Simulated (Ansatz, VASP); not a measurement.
WS: VASP beside Ansatz

```
W S
1.0
     0.00000    2.95947    2.95947
     2.95947    0.00000    2.95947
     2.95947    2.95947    0.00000
W S
1 1
Direct
  0.00000 0.00000 0.00000
  0.25000 0.25000 0.25000
```

Alike in both runs: task single point; functional r2SCAN; k mesh 12 × 12 × 12; occupations gaussian, width 0.1 eV; collinear spin; Hubbard terms W d U = 6.2 eV.

|  | VASP | Ansatz |
| --- | --- | --- |
| version | VASP 6.6.1 | Ansatz 0.2.0 |
| potentials or method | VASP PAW PBE potentials, release 64 (W_sv, S), cutoff 520 eV | scalar-relativistic, plane waves, PAW |
| valence electrons in the cell | 20 | 20 |

|  | VASP | Ansatz | Ansatz less VASP |
| --- | --- | --- | --- |
| gap on the k mesh at the Fermi level (eV) | none | none | - |
| pressure (GPa) | -1.7 | 0.0 | +1.71 |
| net moment per atom (μB) | 2.00 | 2.00 | 0.000 |
| size of the moment on the site where the two differ most (μB) | 3.25 | 2.76 | -0.490 |

VASP's potentials were made for PBE, not for r2SCAN. Site moments also hang on the region over which each program counts them. The programs project onto different local orbitals, so the same U acts differently, and such runs can settle in different states. A gap of «none» marks a metal or a gap that the smearing closes. Ansatz's warnings: filled band counts differ across k points, stability check not made.

Neither program's run includes spin-orbit coupling.
